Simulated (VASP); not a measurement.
# NaH6Rh (Pm-3) in VASP: a series of runs

Runs on NaH6Rh. Level: PBE. Tasks: single point, relaxation of cell and atoms.

Program: VASP 6.6.1. These are calculated values, not measurements. Logs are shortened: lines on timing, memory, paths and dates and some standing lists are left out, and cuts for length are marked.

## Step 1: The cell of the first run

Symmetry: Pm-3, No. 200, cubic system. The conventional cell has a = 3.991 Å, b = 3.991 Å, c = 3.991 Å, α = 90.00°, β = 90.00°, γ = 90.00°. Within 3.3 Å of Na (site symmetry m-3) lie 24 H at 2.52 to 3.16 Å. Within 1.2 Å of H (site symmetry mm2) lie 1 H at 0.90 Å. Rh (site symmetry m-3) has 12 H at 2.05 Å within 2.7 Å.

The cell was generated, and may not be a known phase.

## Step 2: Single point, PBE

The input, INCAR:

```
SYSTEM = NaH6Rh
PREC = Accurate ; ENCUT = 520
EDIFF = 1E-6 ; ISMEAR = 0
SIGMA = 0.1 ; LREAL = .False.
LASPH = .True. ; NELM = 100
ALGO = Normal ; ISIF = 2
LWAVE = .False. ; LCHARG = .False.
GGA = PE ; NBANDS = 24
```

The input, KPOINTS:

```
regular mesh
0
Gamma
  4 4 4
  0 0 0
```

The input, POSCAR:

```
NaH6Rh
1.0
    3.9912754572      0.0000000000      0.0000000000
    0.0000000000      3.9912754572      0.0000000000
    0.0000000000      0.0000000000      3.9912754572
Na H Rh
1 6 1
Direct
    0.5000000000      0.5000000000      0.5000000000
    0.0000000000      0.5000000000      0.8874142307
    0.5000000000      0.1125857693      0.0000000000
    0.8874142307      0.0000000000      0.5000000000
    0.0000000000      0.5000000000      0.1125857693
    0.5000000000      0.8874142307      0.0000000000
    0.1125857693      0.0000000000      0.5000000000
    0.0000000000      0.0000000000      0.0000000000
```

Potentials or basis: VASP PAW PBE potentials, release 64 (Na_pv, H, Rh_pv).

Run with:

```bash
$ cat potpaw_PBE.64/Na_pv/POTCAR potpaw_PBE.64/H/POTCAR potpaw_PBE.64/Rh_pv/POTCAR > POTCAR
$ mpirun -np 1 vasp_std > vasp.out
```

OUTCAR:

```text
SYSTEM = NaH6Rh
   PREC = Accurate
   ENCUT = 520
   EDIFF = 1E-6
   ISMEAR = 0
   LREAL = .False.
   LASPH = .True.
   NELM = 100
   ISIF = 2
   GGA = PE

 ion  position               nearest neighbor table
   1  0.500  0.500  0.500-
   2  0.000  0.500  0.887-   8 2.05   8 2.05
   3  0.500  0.113  0.000-   8 2.05   8 2.05
   4  0.887  0.000  0.500-   8 2.05   8 2.05
   5  0.000  0.500  0.113-   8 2.05   8 2.05
   6  0.500  0.887  0.000-   8 2.05   8 2.05
   7  0.113  0.000  0.500-   8 2.05   8 2.05
   8  0.000  0.000  0.000-   2 2.05   3 2.05   4 2.05   5 2.05   6 2.05   7 2.05   4 2.05   7 2.05
                             2 2.05   5 2.05   3 2.05   6 2.05

  LATTYP: Found a simple cubic cell.
 ALAT       =     3.9912754572

  Lattice vectors:

 A1 = (   3.9912754572,   0.0000000000,   0.0000000000)
 A2 = (   0.0000000000,   3.9912754572,   0.0000000000)
 A3 = (   0.0000000000,   0.0000000000,   3.9912754572)

Analysis of symmetry for initial positions (statically):
=====================================================================
 Subroutine PRICEL returns:
 Original cell was already a primitive cell.

 Routine SETGRP: Setting up the symmetry group for a
 simple cubic supercell.

 Subroutine GETGRP returns: Found 24 space group operations
 (whereof 24 operations were pure point group operations)
 out of a pool of 48 trial point group operations.

The static configuration has the point symmetry T_h .

Analysis of symmetry for dynamics (positions and initial velocities):
=====================================================================
 Subroutine PRICEL returns:
 Original cell was already a primitive cell.

 Routine SETGRP: Setting up the symmetry group for a
 simple cubic supercell.

 Subroutine GETGRP returns: Found 24 space group operations
 (whereof 24 operations were pure point group operations)
 out of a pool of 48 trial point group operations.

The dynamic configuration has the point symmetry T_h .

 Subroutine INISYM returns: Found 24 space group operations
 (whereof 24 operations are pure point group operations),
 and found     1 'primitive' translations

----------------------------------------------------------------------------------------

                                     Primitive cell

  volume of cell :      63.5821

  direct lattice vectors                    reciprocal lattice vectors
     3.991275457  0.000000000  0.000000000     0.250546476  0.000000000  0.000000000
     0.000000000  3.991275457  0.000000000     0.000000000  0.250546476  0.000000000
     0.000000000  0.000000000  3.991275457     0.000000000  0.000000000  0.250546476

  length of vectors
     3.991275457  3.991275457  3.991275457     0.250546476  0.250546476  0.250546476

  position of ions in fractional coordinates (direct lattice)
     0.500000000  0.500000000  0.500000000
     0.000000000  0.500000000  0.887414231
     0.500000000  0.112585769  0.000000000
     0.887414231  0.000000000  0.500000000
     0.000000000  0.500000000  0.112585769
     0.500000000  0.887414231  0.000000000
     0.112585769  0.000000000  0.500000000
     0.000000000  0.000000000  0.000000000

  ion indices of the primitive-cell ions
   primitive index   ion index
                 1           1
                 2           2
                 3           3
                 4           4
                 5           5
                 6           6
                 7           7
                 8           8

----------------------------------------------------------------------------------------

 KPOINTS: regular mesh

Automatic generation of k-mesh.
 Grid dimensions read from file:
 generate k-points for:    4    4    4

 Generating k-lattice:

  Cartesian coordinates                     Fractional coordinates (reciprocal lattice)
     0.062636619  0.000000000  0.000000000     0.250000000  0.000000000  0.000000000
     0.000000000  0.062636619  0.000000000     0.000000000  0.250000000  0.000000000
     0.000000000  0.000000000  0.062636619     0.000000000  0.000000000  0.250000000

  Length of vectors
     0.062636619  0.062636619  0.062636619

  Shift w.r.t. Gamma in fractional coordinates (k-lattice)
     0.000000000  0.000000000  0.000000000

 Subroutine IBZKPT returns following result:
 ===========================================

 Found     11 irreducible k-points:

 Following reciprocal coordinates:
            Coordinates               Weight
  0.000000  0.000000  0.000000      1.000000
  0.250000  0.000000  0.000000      6.000000
  0.500000  0.000000  0.000000      3.000000
  0.250000  0.250000  0.000000     12.000000
  0.500000  0.250000  0.000000      6.000000
 -0.250000  0.500000  0.000000      6.000000
  0.500000  0.500000  0.000000      3.000000
  0.250000  0.250000  0.250000      8.000000
  0.500000  0.250000  0.250000     12.000000
  0.500000  0.500000  0.250000      6.000000
  0.500000  0.500000  0.500000      1.000000
   k-points           NKPTS =     11   k-points in BZ     NKDIM =     11   number of bands    NBANDS=     24
   number of dos      NEDOS =    301   number of ions     NIONS =      8
   total plane-waves  NPLWV =  27000
   dimension x,y,z NGX =    30 NGY =   30 NGZ =   30
   dimension x,y,z NGXF=    60 NGYF=   60 NGZF=   60
   ions per type =               1   6   1
   NGX,Y,Z   is equivalent  to a cutoff of  12.50, 12.50, 12.50 a.u.
   NGXF,Y,Z  is equivalent  to a cutoff of  24.99, 24.99, 24.99 a.u.
 SYSTEM =  NaH6Rh
   PREC   = accura    normal or accurate (medium, high low for compatibility)
   ISTART =      0    job   : 0-new  1-cont  2-samecut
   ICHARG =      2    charge: 1-file 2-atom 10-const
   ISPIN  =      1    spin polarized calculation?
   LNONCOLLINEAR =      F non collinear calculations
   LSORBIT =      F    spin-orbit coupling
   LASPH  =      T    aspherical Exc in radial PAW
   ENCUT  =  520.0 eV  38.22 Ry    6.18 a.u.   7.42  7.42  7.42*2*pi/ulx,y,z
   NELM   =    100;   NELMIN=  2; NELMDL= -5     # of ELM steps
   EDIFF  = 0.1E-05   stopping-criterion for ELM
   LREAL  =      F    real-space projection
   EDIFFG = 0.1E-04   stopping-criterion for IOM
   NSW    =      0    number of steps for IOM
   IBRION =     -1    ionic relax: 0-MD 1-quasi-New 2-CG
   NFREE  =      0    steps in history (QN), initial steepest desc. (CG)
   ISIF   =      2    stress and relaxation
   ISYM   =      2    0-nonsym 1-usesym 2-fastsym
   POTIM  = 0.5000    time-step for ionic-motion
   TEBEG  =    0.0;   TEEND  =   0.0 temperature during run
   PSTRESS=    0.0 pullay stress
   NELECT =      28.0000    total number of electrons
   NUPDOWN=      -1.0000    fix difference up-down
   EMIN   =  10.00;   EMAX   =-10.00  energy-range for DOS
   EFERMI =   0.00;   METHOD = LEGACY
   ISMEAR =     0;   SIGMA  =   0.10  broadening in eV -4-tet -1-fermi 0-gaus
   EFERMI_NEDOS =   21; number of points for ismear=-14 and -15
   IALGO  =     38    algorithm
   IMIX   =      4    mixing-type and parameters
     AMIX     =   0.40;   BMIX     =  1.00
     AMIX_MAG =   1.60;   BMIX_MAG =  1.00
  volume/ion in A,a.u.               =       7.95        53.63
  Fermi-wavevector in a.u.,A,eV,Ry     =   1.245516  2.353683 21.106839  1.551309
  Thomas-Fermi vector in A             =   2.379734
   LORBIT       =      0    0 simple, 1 ext, 2 COOP (PROOUT), +10 PAW based schemes
   GGA     = PE    functional components
   LHFCALC =     F    Hartree Fock is set to
   AEXX    =    0.0000 exact exchange contribution
   IVDW    =     0    specifies the selected vdW correction
   LEPSILON=     F    determine dielectric tensor
   LRPA    =     F    only Hartree local field effects (RPA)
 non-spin polarized calculation
 Gauss-broadening in eV      SIGMA  =   0.10
  energy-cutoff  :      520.00
  volume of cell :       63.58
 maximum number of plane-waves:      1747
 NGX is ok and might be reduce to    30
   NGX = 15   NGY = 15   NGZ = 15

 number of electron      27.9999969 magnetization

 Free energy of the ion-electron system (eV)
  ---------------------------------------------------
  ext. energy  EPLUGINS =         0.00000000
  ---------------------------------------------------
  free energy    TOTEN  =       -26.35937090 eV

  energy without entropy =      -26.35408386  energy(sigma->0) =      -26.35672738

 E-fermi :   4.9113     XC(G=0):  -9.6120

 val. band max:        4.7859586570   @ k =   0.5000   0.2500   0.0000
 cond. band min:       4.9835438138   @ k =   0.2500   0.2500   0.2500
 fundamental gap:      0.1975851568
 Fermi energy:         4.9113272308

 k-point     1 :       0.0000    0.0000    0.0000
  band No.  band energies     occupation
      1     -42.1986      2.00000
      2     -42.1986      2.00000
      3     -42.1986      2.00000
      4     -21.0463      2.00000
      5     -21.0463      2.00000
      6     -21.0463      2.00000
[... 16 lines left out ...]
     23      12.4285      0.00000
     24      15.9233      0.00000

 k-point     2 :       0.2500    0.0000    0.0000
  band No.  band energies     occupation
      1     -42.2026      2.00000
      2     -42.1985      2.00000
      3     -42.1984      2.00000
      4     -21.0531      2.00000
      5     -21.0459      2.00000
      6     -21.0458      2.00000
[... 16 lines left out ...]
     23      14.7005      0.00000
     24      14.7594      0.00000

 k-point     3 :       0.5000    0.0000    0.0000
  band No.  band energies     occupation
      1     -42.2065      2.00000
      2     -42.1984      2.00000
      3     -42.1982      2.00000
      4     -21.0598      2.00000
      5     -21.0454      2.00000
      6     -21.0452      2.00000
[... 16 lines left out ...]
     23      14.3101      0.00000
     24      16.6108      0.00000

 k-point     4 :       0.2500    0.2500    0.0000
  band No.  band energies     occupation
      1     -42.2024      2.00000
      2     -42.2024      2.00000
      3     -42.1983      2.00000
      4     -21.0526      2.00000
      5     -21.0518      2.00000
      6     -21.0453      2.00000
[... 16 lines left out ...]
     23      13.7640      0.00000
     24      14.8167      0.00000

 k-point     5 :       0.5000    0.2500    0.0000
  band No.  band energies     occupation
      1     -42.2064      2.00000
      2     -42.2022      2.00000
      3     -42.1981      2.00000
      4     -21.0585      2.00000
      5     -21.0514      2.00000
      6     -21.0446      2.00000
[... 16 lines left out ...]
     23      14.4043      0.00000
     24      14.5276      0.00000

 k-point     6 :      -0.2500    0.5000    0.0000
  band No.  band energies     occupation
      1     -42.2063      2.00000
      2     -42.2023      2.00000
      3     -42.1981      2.00000
      4     -21.0586      2.00000
      5     -21.0512      2.00000
      6     -21.0448      2.00000
[... 16 lines left out ...]
     23      13.9821      0.00000
     24      15.0068      0.00000

 k-point     7 :       0.5000    0.5000    0.0000
  band No.  band energies     occupation
      1     -42.2062      2.00000
      2     -42.2061      2.00000
      3     -42.1979      2.00000
      4     -21.0573      2.00000
      5     -21.0571      2.00000
      6     -21.0441      2.00000
[... 16 lines left out ...]
     23      12.9623      0.00000
     24      16.2989      0.00000

 k-point     8 :       0.2500    0.2500    0.2500
  band No.  band energies     occupation
      1     -42.2022      2.00000
      2     -42.2022      2.00000
      3     -42.2022      2.00000
      4     -21.0519      2.00000
      5     -21.0511      2.00000
      6     -21.0511      2.00000
[... 16 lines left out ...]
     23      15.9539      0.00000
     24      16.2483      0.00000

 k-point     9 :       0.5000    0.2500    0.2500
  band No.  band energies     occupation
      1     -42.2061      2.00000
      2     -42.2021      2.00000
      3     -42.2020      2.00000
      4     -21.0574      2.00000
      5     -21.0507      2.00000
      6     -21.0503      2.00000
[... 16 lines left out ...]
     23      15.3519      0.00000
     24      15.8108      0.00000

 k-point    10 :       0.5000    0.5000    0.2500
  band No.  band energies     occupation
      1     -42.2060      2.00000
      2     -42.2059      2.00000
      3     -42.2019      2.00000
      4     -21.0564      2.00000
      5     -21.0563      2.00000
      6     -21.0498      2.00000
[... 16 lines left out ...]
     23      15.3292      0.00000
     24      17.2582      0.00000

 k-point    11 :       0.5000    0.5000    0.5000
  band No.  band energies     occupation
      1     -42.2058      2.00000
      2     -42.2058      2.00000
      3     -42.2058      2.00000
      4     -21.0554      2.00000
      5     -21.0554      2.00000
      6     -21.0554      2.00000
[... 16 lines left out ...]
     23      15.8284      0.00000
     24      15.8284      0.00000

------------------------ aborting loop because EDIFF is reached ----------------------------------------

  FORCE on cell =-STRESS in cart. coord.  units (eV):
  Direction    XX          YY          ZZ          XY          YZ          ZX
  --------------------------------------------------------------------------------------
  -------------------------------------------------------------------------------------
  Total       -0.1134254     -0.1134254     -0.1134254     -0.0000000     -0.0000000      0.0000000
  in kB       -2.8581560     -2.8581560     -2.8581560     -0.0000000     -0.0000000      0.0000000
  external PRESSURE =      -2.8581560 kB  Pullay stress =       0.0000000 kB

 VOLUME and BASIS-vectors are now :
 -----------------------------------------------------------------------------
  energy-cutoff  :      520.00
  volume of cell :       63.58
      direct lattice vectors                 reciprocal lattice vectors
     3.991275457  0.000000000  0.000000000     0.250546476  0.000000000  0.000000000
     0.000000000  3.991275457  0.000000000     0.000000000  0.250546476  0.000000000
     0.000000000  0.000000000  3.991275457     0.000000000  0.000000000  0.250546476

 POSITION                                       TOTAL-FORCE (eV/Angst)
 -----------------------------------------------------------------------------------
      1.99564      1.99564      1.99564         0.000000      0.000000      0.000000
      0.00000      1.99564      3.54191        -0.000000      0.000000     -0.000596
      1.99564      0.44936      0.00000         0.000000      0.000596      0.000000
      3.54191      0.00000      1.99564        -0.000596      0.000000      0.000000
      0.00000      1.99564      0.44936         0.000000      0.000000      0.000596
      1.99564      3.54191      0.00000        -0.000000     -0.000596     -0.000000
      0.44936      0.00000      1.99564         0.000596      0.000000     -0.000000
      0.00000      0.00000      0.00000         0.000000      0.000000      0.000000
 -----------------------------------------------------------------------------------
    total drift:                                0.000000      0.000000      0.000000

  FREE ENERGIE OF THE ION-ELECTRON SYSTEM (eV)
  ---------------------------------------------------
  free  energy   TOTEN  =       -26.3593708994 eV

  energy  without entropy=      -26.3540838569  energy(sigma->0) =      -26.35672738
```

Run time: 30 s. Hardware: 1 thread of Intel Xeon 8259CL, shared host; peak memory 0.17 GiB.

What came out:

```
Free energy            : -26.3594 eV
Pressure               : -0.3 GPa
Band gap on the k mesh : zero (bands 14 and 15 overlap by 1.02 eV)
```

Caveat: the k points lie up to 0.39 Å⁻¹ apart, too coarse for converged energies and pressures of a metal.

(Continued in part 2 of 2.)

The gap in the log of VASP goes by the Fermi energy; the results here count the filled bands.